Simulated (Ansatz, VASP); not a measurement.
Ti: VASP beside Ansatz

The input INCAR:

```
SYSTEM = Ti
  AGGAC = 1.0
  AGGAX = 1.0
  ALDAC = 0.0
  ALDAX = 1.0
  ALGO = Normal
  EDIFF = 1E-6
  ENCUT = 520
  GGA = B5
  ISIF = 2
  ISMEAR = -1
  LASPH = .True.
  LCHARG = .True.
  LELF = .True.
  LREAL = .False.
  LVHAR = .True.
  LWAVE = .False.
  NBANDS = 12
  NELM = 80
  PREC = Accurate
  SIGMA = 0.1
```

Contents of KPOINTS:

```
k-points
0
Gamma
  13 13 13
  0 0 0
```

The input POSCAR:

```
Ti
1.0
    2.7438197135      0.0000000000      0.0000000000
    0.0000000000      2.7438197135      0.0000000000
    0.0000000000      0.0000000000      2.7438197135
Ti
1
Direct
    0.0000000000      0.0000000000      0.0000000000
```

Input for Ansatz:

```yaml
crystal:
  lattice:
    - [2.7438197135, 0.0, 0.0]
    - [0.0, 2.7438197135, 0.0]
    - [0.0, 0.0, 2.7438197135]
  atoms:
    - { symbol: Ti, position: [0.0, 0.0, 0.0] }
hamiltonian:
  xc: blyp
  pseudopotentials:
    kind: paw
    azcp:
      Ti: "pseudopotentials/Ti.paw.azcp"
basis:
  ecutwfc: 420
  fft_grid_basis: typed
kpoints:
  mp_grid: { grid: [13, 13, 13], shift: [0, 0, 0] }
magnetization:
  spin_polarized: false
scf:
  occupations: { method: fermi_dirac, width: 0.1 }
  lower_state_search: "off"
output:
  stress: true
```

Alike in both runs: task single point; functional BLYP; k mesh 13 × 13 × 13; occupations fermi-dirac, width 0.1 eV; no spin polarisation.

|  | VASP | Ansatz |
| --- | --- | --- |
| version | VASP 6.6.1 | Ansatz 0.2.0 |
| potentials or method | VASP PAW PBE potentials, release 64 (Ti_sv), cutoff 520 eV | plane waves (420 eV) with PAW, scalar-relativistic |
| valence electrons in the cell | 12 | 12 |

Ansatz gave:

| Item | Value |
| --- | --- |
| pressure (GPa) | -4.9 |

Question: Which values does VASP return?

Answer: Pressure (GPa): -5.0.

VASP's potentials were made for PBE, not for BLYP.
